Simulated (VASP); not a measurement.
# Al (Fm-3m) in VASP: single point with PBE+D3(BJ)

Aim: the single point of Al with PBE+D3(BJ).

Everything below comes from runs of VASP 6.6.1. Logs are shortened: lines on timing, memory, paths and dates and some standing lists are left out, and cuts for length are marked.

## Step 1: The cell of the first run

It takes space group Fm-3m (No. 225, cubic). Conventional cell: a = 3.983 Å, b = 3.983 Å, c = 3.983 Å, α = 90.00°, β = 90.00°, γ = 90.00°. Al (site symmetry m-3m) has 12 Al at 2.82 Å within 3.7 Å.

## Step 2: Single point, PBE+D3(BJ)

File INCAR:

```
ALGO = Fast
EDIFF = 1E-6
ENCUT = 520
GGA = PE
ISIF = 2
ISMEAR = 0
IVDW = 12
LASPH = True
LCHARG = True
LELF = True
LREAL = False
LUSENCCL = False
LVHAR = True
LWAVE = False
NBANDS = 22
NELM = 100
PREC = Accurate
SIGMA = 0.15
```

File KPOINTS:

```
k-points
0
Gamma
  15 21 6
```

File POSCAR:

```
Al
1.0
    3.9827256588      0.0000000000      0.0000000000
    0.0000000000      1.9913628294     -1.9913628294
    0.0000000000      7.9654513175      7.9654513175
Al
8
Direct
    0.0000000000      0.0000000000      0.0000000000
    0.5000000000      0.5000000000      0.1250000000
    0.0000000000      0.0000000000      0.2500000000
    0.5000000000      0.5000000000      0.3750000000
    0.0000000000      0.0000000000      0.5000000000
    0.5000000000      0.5000000000      0.6250000000
    0.0000000000      0.0000000000      0.7500000000
    0.5000000000      0.5000000000      0.8750000000
```

Potentials or basis: VASP PAW PBE potentials, release 64 (Al).

The run is started by

```console
> cat potpaw_PBE.64/Al/POTCAR > POTCAR
> mpirun -np 1 vasp_std > vasp.out
```

OUTCAR:

```text
EDIFF = 1E-6
   ENCUT = 520
   GGA = PE
   ISIF = 2
   ISMEAR = 0
   IVDW = 12
   LASPH = True
   LREAL = False
   NELM = 100
   PREC = Accurate
 IVDW          = 12

 ion  position               nearest neighbor table
   1  0.000  0.000  0.000-   3 2.82   7 2.82   2 2.82   8 2.82   2 2.82   8 2.82   2 2.82   8 2.82
                             2 2.82   8 2.82
   2  0.500  0.500  0.125-   4 2.82   8 2.82   1 2.82   3 2.82   1 2.82   3 2.82   1 2.82   3 2.82
                             1 2.82   3 2.82
   3  0.000  0.000  0.250-   1 2.82   5 2.82   4 2.82   2 2.82   2 2.82   4 2.82   2 2.82   4 2.82
                             2 2.82   4 2.82
   4  0.500  0.500  0.375-   2 2.82   6 2.82   5 2.82   3 2.82   3 2.82   5 2.82   3 2.82   5 2.82
                             3 2.82   5 2.82
   5  0.000  0.000  0.500-   3 2.82   7 2.82   6 2.82   4 2.82   4 2.82   6 2.82   4 2.82   6 2.82
                             4 2.82   6 2.82
   6  0.500  0.500  0.625-   4 2.82   8 2.82   7 2.82   5 2.82   5 2.82   7 2.82   5 2.82   7 2.82
                             5 2.82   7 2.82
   7  0.000  0.000  0.750-   1 2.82   5 2.82   6 2.82   8 2.82   6 2.82   8 2.82   6 2.82   8 2.82
                             6 2.82   8 2.82
   8  0.500  0.500  0.875-   2 2.82   6 2.82   1 2.82   7 2.82   1 2.82   7 2.82   1 2.82   7 2.82
                             1 2.82   7 2.82

  LATTYP: Found a simple orthorhombic cell.
 ALAT       =     2.8162123209
 B/A-ratio  =     1.4142135624
 C/A-ratio  =     3.9999999999

  Lattice vectors:

 A1 = (   0.0000000000,  -1.9913628294,   1.9913628294)
 A2 = (   3.9827256588,   0.0000000000,   0.0000000000)
 A3 = (   0.0000000000,   7.9654513175,   7.9654513175)

Analysis of symmetry for initial positions (statically):
=====================================================================
 Subroutine PRICEL returns following result:

  LATTYP: Found a face centered cubic cell.
 ALAT       =     3.9827256588

  Lattice vectors:

 A1 = (   1.9913628294,   1.9913628294,  -0.0000000000)
 A2 = (   0.0000000000,   1.9913628294,   1.9913628294)
 A3 = (   1.9913628294,  -0.0000000000,   1.9913628294)

   8 primitive cells build up your supercell.

 Routine SETGRP: Setting up the symmetry group for a
 simple orthorhombic supercell.

 Subroutine GETGRP returns: Found  8 space group operations
 (whereof  8 operations were pure point group operations)
 out of a pool of  8 trial point group operations.

The static configuration has the point symmetry D_2h.

Analysis of symmetry for dynamics (positions and initial velocities):
[... 128 lines left out ...]
   TEBEG  =    0.0;   TEEND  =   0.0 temperature during run
   PSTRESS=    0.0 pullay stress
   NELECT =      24.0000    total number of electrons
   NUPDOWN=      -1.0000    fix difference up-down
   EMIN   =  10.00;   EMAX   =-10.00  energy-range for DOS
   EFERMI =   0.00;   METHOD = LEGACY
   ISMEAR =     0;   SIGMA  =   0.15  broadening in eV -4-tet -1-fermi 0-gaus
   EFERMI_NEDOS =   21; number of points for ismear=-14 and -15
   IALGO  =     68    algorithm
   IMIX   =      4    mixing-type and parameters
     AMIX     =   0.40;   BMIX     =  1.00
     AMIX_MAG =   1.60;   BMIX_MAG =  1.00
  volume/ion in A,a.u.               =      15.79       106.58
  Fermi-wavevector in a.u.,A,eV,Ry     =   0.941069  1.778363 12.049470  0.885611
  Thomas-Fermi vector in A             =   2.068543
   LORBIT       =      0    0 simple, 1 ext, 2 COOP (PROOUT), +10 PAW based schemes
   GGA     = PE    functional components
   LHFCALC =     F    Hartree Fock is set to
   AEXX    =    0.0000 exact exchange contribution
   IVDW    =    12    specifies the selected vdW correction
   LEPSILON=     F    determine dielectric tensor
   LRPA    =     F    only Hartree local field effects (RPA)
 non-spin polarized calculation
 RMM-DIIS sequential band-by-band and
 Gauss-broadening in eV      SIGMA  =   0.15
  energy-cutoff  :      520.00
  volume of cell :      126.35
 maximum number of plane-waves:      3438
 NGX is ok and might be reduce to    30
   NGX = 15   NGY = 11   NGZ = 41

 number of electron      24.0000000 magnetization

 Free energy of the ion-electron system (eV)
  ---------------------------------------------------
  ext. energy  EPLUGINS =         0.00000000
  ---------------------------------------------------
  free energy    TOTEN  =       -29.93067896 eV

  energy without entropy =      -29.89685382  energy(sigma->0) =      -29.91376639

 E-fermi :   8.4797     XC(G=0): -10.3560

 val. band max:        8.4781795612   @ k =   0.1333   0.4762   0.5000
 cond. band min:       8.4824968637   @ k =   0.1333   0.2381   0.1667
 fundamental gap:      0.0043173026
 Fermi energy:         8.4796954550

 k-point     1 :       0.0000    0.0000    0.0000
  band No.  band energies     occupation
      1      -2.9761      2.00000
      2      -1.8146      2.00000
      3      -1.8146      2.00000
      4       1.6107      2.00000
      5       1.6107      2.00000
      6       5.4346      2.00000
[... 589 lines left out ...]
     21      16.1227      0.00000
     22      16.2428      0.00000

 [... further k-points ...]

------------------------ aborting loop because EDIFF is reached ----------------------------------------

 Edisp (eV)   -2.81591

 E8    (eV) :    -1.2600

  FORCE on cell =-STRESS in cart. coord.  units (eV):
  Direction    XX          YY          ZZ          XY          YZ          ZX
  --------------------------------------------------------------------------------------
  -------------------------------------------------------------------------------------
  Total      -0.06907    -0.03774    -0.03774     0.00000    -0.01158     0.00000
  in kB      -0.87580    -0.47861    -0.47861     0.00000    -0.14690     0.00000
  external pressure =       -0.61 kB  Pullay stress =        0.00 kB

 VOLUME and BASIS-vectors are now :
 -----------------------------------------------------------------------------
  energy-cutoff  :      520.00
  volume of cell :      126.35
      direct lattice vectors                 reciprocal lattice vectors
     3.982725659  0.000000000  0.000000000     0.251084329 -0.000000000  0.000000000
     0.000000000  1.991362829 -1.991362829     0.000000000  0.251084329 -0.251084329
     0.000000000  7.965451318  7.965451318    -0.000000000  0.062771082  0.062771082

 POSITION                                       TOTAL-FORCE (eV/Angst)
 -----------------------------------------------------------------------------------
      0.00000      0.00000      0.00000        -0.000000     -0.000000     -0.000000
      1.99136      1.99136     -0.00000        -0.000000     -0.000000      0.000000
      0.00000      1.99136      1.99136        -0.000000      0.000000      0.000000
      1.99136      3.98273      1.99136         0.000000      0.000000      0.000000
      0.00000      3.98273      3.98273        -0.000000     -0.000000      0.000000
      1.99136      5.97409      3.98273        -0.000000      0.000000      0.000000
      0.00000      5.97409      5.97409        -0.000000     -0.000000     -0.000000
      1.99136      7.96545      5.97409         0.000000      0.000000     -0.000000
 -----------------------------------------------------------------------------------
    total drift:                               -0.000000     -0.000000     -0.000000

  FREE ENERGIE OF THE ION-ELECTRON SYSTEM (eV)
  ---------------------------------------------------
  free  energy   TOTEN  =       -32.7465862605 eV

  energy  without entropy=      -32.7127611212  energy(sigma->0) =      -32.72967369
```

OSZICAR:

```text
N       E                     dE             d eps       ncg     rms          rms(c)
DAV:   1     0.225703868373E+02    0.22570E+02   -0.84051E+03 15488   0.862E+02
DAV:   2    -0.281089375160E+02   -0.50679E+02   -0.47995E+02 19284   0.118E+02
DAV:   3    -0.300975310040E+02   -0.19886E+01   -0.19413E+01 20396   0.189E+01
DAV:   4    -0.301172799536E+02   -0.19749E-01   -0.19719E-01 18424   0.213E+00
DAV:   5    -0.301174765870E+02   -0.19663E-03   -0.19663E-03 19312   0.241E-01    0.391E+00
RMM:   6    -0.300094510540E+02    0.10803E+00   -0.10102E-02 15559   0.529E-01    0.229E+00
RMM:   7    -0.299313890307E+02    0.78062E-01   -0.27599E-02 16185   0.845E-01    0.271E-01
RMM:   8    -0.299306746814E+02    0.71435E-03   -0.14318E-03 16757   0.225E-01    0.253E-02
RMM:   9    -0.299306869743E+02   -0.12293E-04   -0.21646E-04 17526   0.903E-02    0.491E-02
RMM:  10    -0.299306864275E+02    0.54673E-06   -0.21102E-05 17750   0.287E-02    0.162E-01
RMM:  11    -0.299306816505E+02    0.47771E-05   -0.64111E-06 16375   0.131E-02    0.566E-02
RMM:  12    -0.299306791332E+02    0.25172E-05   -0.16234E-06 12698   0.796E-03    0.798E-03
RMM:  13    -0.299306789558E+02    0.17742E-06   -0.47709E-07  9527   0.418E-03
   1 F= -.32746586E+02 E0= -.32729674E+02  d E =-.338251E-01
```

stdout:

```text
Offloading initialized ...    1 GPUs detected
 POSCAR found type information on POSCAR Al
 POSCAR found :  1 types and       8 ions
 scaLAPACK will be used selectively (only on CPU)
 LDA part: xc-table for (Slater+PW92), standard interpolation
 POSCAR, INCAR and KPOINTS ok, starting setup
 FFT: planning ... GRIDC
 FFT: planning ... GRID_SOFT
 FFT: planning ... GRID
 WAVECAR not read
 entering main loop
WARNING in EDDRMM: call to ZHEGV failed, returncode =   8  4     22
```

It took 6.1 min on 1 × NVIDIA H100 80GB with 1 thread of AMD EPYC 7R13 (Zen 3), shared host; peak memory 1.8 GiB.

What came out:

- Free energy: -32.7466 eV
- Pressure: -0.1 GPa
- Band gap on the k mesh: zero (bands 12 and 13 overlap by 3.73 eV)
- Dispersion energy per atom: -0.352 eV

Levels at points of the mesh, in eV from the Fermi level:
```tsv
k point	band 10	band 11	band 12	band 13	band 14	band 15
(0.00, 0.00, 0.00)	-1.46	-1.46	-0.33	-0.33	1.22	1.22
(0.00, 0.00, 0.50)	-1.35	-0.65	-0.65	0.97	0.97	2.11
```
